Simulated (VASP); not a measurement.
Here is a VASP 6.6.1 calculation.

INCAR

```
SYSTEM = SiC
PREC = Accurate
ENCUT = 520
EDIFF = 1E-7
ISMEAR = 0
SIGMA = 0.02
LREAL = .FALSE.
LASPH = .TRUE.
NELM = 60
ALGO = Normal
ISIF = 2
LWAVE = .FALSE.
LCHARG = .FALSE.
GGA = PS
NBANDS = 11
```

File KPOINTS:

```
Automatic mesh
0
G
  12 12 12
  0 0 0
```

The input POSCAR:

```
SiC
1.0
    0.0000000000      2.1783275120      2.1783275120
    2.1783275120      0.0000000000      2.1783275120
    2.1783275120      2.1783275120      0.0000000000
Si C
1 1
Direct
    0.0000000000      0.0000000000      0.0000000000
    0.7500000000      0.7500000000      0.7500000000
```

Potentials or basis: VASP PAW PBE potentials, release 64 (Si, C).

Launch:

```console
$ cat potpaw_PBE.64/Si/POTCAR potpaw_PBE.64/C/POTCAR > POTCAR
$ mpirun -np 1 vasp_std > vasp.out
```

(1) Estimate the band gap on the k mesh.

(2) Predict the pressure.

## Answers

(1) 1.23 eV, indirect (least direct gap 4.44 eV).

(2) 0.4 GPa.

Caveat: the PAW data sets were made with another functional, which shifts forces and pressure a little.

**Experimental background.**

“Insight into the structural, elastic and electronic properties of a new orthorhombic 6O-SiC polytype”, 2020, pmc:7200658 quotes, for a bulk crystal of SiC: band gap 2.4 eV (indirect).

A measured gap of SiC is 2.4 eV (indirect; quoted in “Insight into the structural, elastic and electronic properties of a new orthorhombic 6O-SiC polytype”, 2020, pmc:7200658); the calculated 1.23 eV misses it by -1.17 eV. The value is that of PBEsol on a finite k mesh, which can miss the band edges, without temperature or zero-point motion. Semilocal functionals fall short of measured gaps as a rule.
